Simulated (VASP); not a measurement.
HfS2: single point with PBE

Crystal: HfS2.

```
Hf S
1.0
     3.48508    0.00000    0.00000
    -1.74254    3.01817    0.00000
     0.00000    0.00000    5.97263
Hf S
1 2
Direct
  0.00000 0.00000 0.00000
  0.33333 0.66667 0.25129
  0.66667 0.33333 0.74871
```

This cell differs from its parent crystal: epitaxial xy strain -4.0%.

```json
{
 "Program": "VASP 6.6.1",
 "Task": "single point",
 "Functional": "PBE",
 "Potentials or basis": "VASP PAW PBE potentials, release 64 (Hf_pv, S)",
 "Cutoff": "500 eV",
 "k mesh": "6 × 6 × 2",
 "Occupations": "gaussian, width 0.01 eV",
 "Spin": "no spin polarisation"
}
```

```json
{
 "Pressure": "7.2 GPa",
 "Largest force": "0.074 eV/Å",
 "Band gap on the k mesh": "0.55 eV (least direct gap 1.54 eV)"
}
```

Forces in eV/Å, atoms in the order of the input:
```
Hf   0.000  0.000  0.000
S    0.000  0.000  0.074
S    0.000  0.000 -0.074
```

Stress tensor (GPa, compression positive):
```
9.42 0.00 0.00
0.00 9.42 0.00
0.00 0.00 2.63
```

Levels at points of the mesh, in eV from the valence-band top:
```tsv
k point	band 8	band 9	band 10	band 11	band 12	band 13	band 14	band 15
(0.00, 0.00, 0.00)	-2.70	-0.32	0.00	0.00	1.97	1.97	2.10	5.29
(0.50, 0.00, 0.00)	-2.97	-2.59	-2.27	-1.27	0.82	4.45	4.74	5.94
(0.00, 0.00, 0.50)	-2.67	-2.32	-0.14	-0.14	1.93	1.93	2.73	5.72
(0.50, 0.00, 0.50)	-2.87	-2.75	-1.17	-1.00	0.55	4.44	4.76	5.43
```

Run time: 24 s on 1 thread of Intel Xeon 8259CL, with other jobs on the host, peak memory 0.19 GiB.

Caveat: the k points lie up to 0.53 Å⁻¹ apart; the cell differs from its parent crystal (epitaxial xy strain -4.0%); spin-orbit coupling is left out, which moves the levels of the heavy elements; this functional lacks dispersion, which binds the layers, so the pressure and a relaxed spacing across them are unreliable. A k mesh can miss the band edges.
